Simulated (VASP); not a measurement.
Wanted: the native input for a VASP 6.6.1 run.

```yaml
Task: single point
Functional: PBEsol
Potentials_or_basis: VASP PAW PBE potentials, release 64 (Ti_sv, Co)
Cutoff: 520 eV
k_mesh: 12 × 12 × 12
Occupations: gaussian, width 0.15 eV
Spin: collinear spin, ferromagnetic start
Starting_moments: "[0.3, 0.66, 0.66, 0.66] μB"
Fixed_moment: 2.28 μB
Dipole_correction: no
Further_INCAR_settings: ALGO = Normal; EDIFF = 1e-06; NBANDS = 32
```

The structure of TiCo3 lies in POSCAR:

```
TiCo3
1.0
    3.7360489029      0.0000000000      0.0000000000
    0.0000000000      3.7360489029      0.0000000000
    0.0000000000      0.0000000000      3.7360489029
Ti Co
1 3
Direct
    0.0000000000      0.0000000000      0.0000000000
    0.0000000000      0.5000000000      0.5000000000
    0.5000000000      0.0000000000      0.5000000000
    0.5000000000      0.5000000000      0.0000000000
```

These files were run (other wordings do the same):

INCAR

```
SYSTEM = TiCo3
  PREC = Accurate
  ENCUT = 520
  EDIFF = 1E-6
  ISMEAR = 0
  SIGMA = 0.15
  LREAL = .FALSE.
  LASPH = .TRUE.
  NELM = 150
  ALGO = Normal
  ISIF = 2
  LWAVE = .FALSE.
  LCHARG = .FALSE.
  ISPIN = 2
  MAGMOM = 0.3 0.66 0.66 0.66
  LORBIT = 11
  NUPDOWN = 2.28
  LMAXMIX = 4
  GGA = PS
  NBANDS = 32
```

KPOINTS

```
regular mesh
0
G
  12 12 12
  0 0 0
```

Potentials or basis: VASP PAW PBE potentials, release 64 (Ti_sv, Co).

Command:

```sh
$ cat potpaw_PBE.64/Ti_sv/POTCAR potpaw_PBE.64/Co/POTCAR > POTCAR
$ mpirun -np 1 vasp_std > vasp.out
```

It gave:

The pressure is -25.0 GPa. The net moment is 2.28 μB per cell, the site moments are Ti -0.50; Co +1.00 μB and the valence electrons inside the program's atomic spheres are Ti 10.23; Co 8.13.

Caveat: the cell stands under tension; the PAW data sets were made with another functional, which shifts forces and pressure a little; the total moment is fixed, so each spin has its own Fermi level and the state may be an excited one.

It took 7.5 min on 1 thread of Oxide Virtual Turin-like Processor (shared host), peak memory 0.29 GiB.
